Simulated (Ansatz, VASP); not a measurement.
## One calculation of Mo4C, two programs

The input INCAR:

```
PREC = Accurate ; ENCUT = 520
EDIFF = 1E-6 ; ISMEAR = 0
SIGMA = 0.1 ; LREAL = False
LASPH = True ; NELM = 80
ALGO = Normal ; ISIF = 2
LWAVE = False ; LCHARG = False
LDIPOL = True ; IDIPOL = 3
DIPOL = 0.5 0.5 0.340 ; NBANDS = 38
```

KPOINTS

```
regular mesh
0
Gamma
  9 9 1
```

POSCAR

```
Mo4C
1.0
    3.1111816891      0.0000000000      0.0000000000
    0.0000000000      3.1111816891      0.0000000000
    0.0000000000      0.0000000000     21.5098172784
Mo C
4 1
Direct
    0.5000000000      0.5000000000      0.1859615983
    0.0000000000      0.0000000000      0.2582816382
    0.5000000000      0.5000000000      0.3325055024
    0.0000000000      0.0000000000      0.3956248056
    0.5000000000      0.5000000000      0.5281224443
```

Input for Ansatz:

```yaml
crystal:
  lattice:
    - [3.1111816891, 0.0, 0.0]
    - [0.0, 3.1111816891, 0.0]
    - [0.0, 0.0, 21.5098172784]
  atoms:
    - { symbol: Mo, position: [0.5, 0.5, 0.1859615983] }
    - { symbol: Mo, position: [0.0, 0.0, 0.2582816382] }
    - { symbol: Mo, position: [0.5, 0.5, 0.3325055024] }
    - { symbol: Mo, position: [0.0, 0.0, 0.3956248056] }
    - { symbol: C, position: [0.5, 0.5, 0.5281224443] }
basis:
  ecutwfc: 420
kpoints:
  mp_grid: { grid: [9, 9, 1] }
hamiltonian:
  xc: lda
scf:
  occupations: { method: gaussian, width: 0.1 }
output:
  forces: true
  eigenvalues: true
efield:
  axis: 3
  dipole_correction: true
  ramp_width: 0.04
```

Alike in both runs: task single point; functional LDA; k mesh 9 × 9 × 1; occupations gaussian, width 0.1 eV; no spin polarisation.

|  | VASP | Ansatz |
| --- | --- | --- |
| version | VASP 6.6.1 | Ansatz 0.2.0 |
| potentials or method | VASP PAW LDA potentials, release 64 (Mo_sv, C), cutoff 520 eV | scalar-relativistic, plane waves, PAW |
| valence electrons in the cell | 60 | 60 |

Ansatz gave:

* gap on the k mesh at the Fermi level (eV): none
* rms of the force components (eV/Å): 0.885

Problem. Which values does VASP return?

Solution. gap on the k mesh at the Fermi level (eV): none; rms of the force components (eV/Å): 0.890.

LDA's correlation is that of Perdew and Zunger in VASP and of Perdew and Wang (1992) in Ansatz. Atom by atom the forces differ by 0.029 eV/Å (rms over components). A gap of «none» marks a metal or a gap that the smearing closes.
